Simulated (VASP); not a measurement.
Write the native input for VASP 6.6.1 that does the following.

```yaml
Task: single point
Functional: LDA
Potentials_or_basis: VASP PAW LDA potentials, release 64 (Rb_sv, Ca_sv, H)
Cutoff: 520 eV
k_mesh: 6 × 6 × 6
Occupations: gaussian, width 0.05 eV
Spin: no spin polarisation
Dipole_correction: no
Further_INCAR_settings: ALGO = Normal; EDIFF = 1e-06; NBANDS = 19
```

The structure of RbCaH3 lies in POSCAR:

```
RbCaH3
1.0
    4.5470000000      0.0000000000      0.0000000000
    0.0000000000      4.5470000000      0.0000000000
    0.0000000000      0.0000000000      4.5470000000
Rb Ca H
1 1 3
Direct
    0.0000000000      0.0000000000      0.0000000000
    0.5000000000      0.5000000000      0.5000000000
    0.0000000000      0.5000000000      0.5000000000
    0.5000000000      0.0000000000      0.5000000000
    0.5000000000      0.5000000000      0.0000000000
```

One way to write it, as run:

INCAR

```
SYSTEM = RbCaH3
ALGO = Normal ; EDIFF = 1E-6
ENCUT = 520 ; ISIF = 2
ISMEAR = 0 ; LASPH = .TRUE.
LCHARG = .FALSE. ; LREAL = .FALSE.
LWAVE = .FALSE. ; NBANDS = 19
NELM = 60 ; PREC = Accurate
SIGMA = 0.05
```

KPOINTS

```
k-points
0
G
  6 6 6
  0 0 0
```

Potentials or basis: VASP PAW LDA potentials, release 64 (Rb_sv, Ca_sv, H).

Run with:

```sh
$ cat potpaw_LDA.64/Rb_sv/POTCAR potpaw_LDA.64/Ca_sv/POTCAR potpaw_LDA.64/H/POTCAR > POTCAR
$ mpirun -np 1 vasp_std > vasp.out
```

Results of the run:

The pressure is -2.4 GPa and the band gap on the k mesh is 2.92 eV, direct.

Run time: 23 s on 1 thread of AMD EPYC 7R13 Processor (Zen 3), with other jobs on the host, peak memory 0.16 GiB.
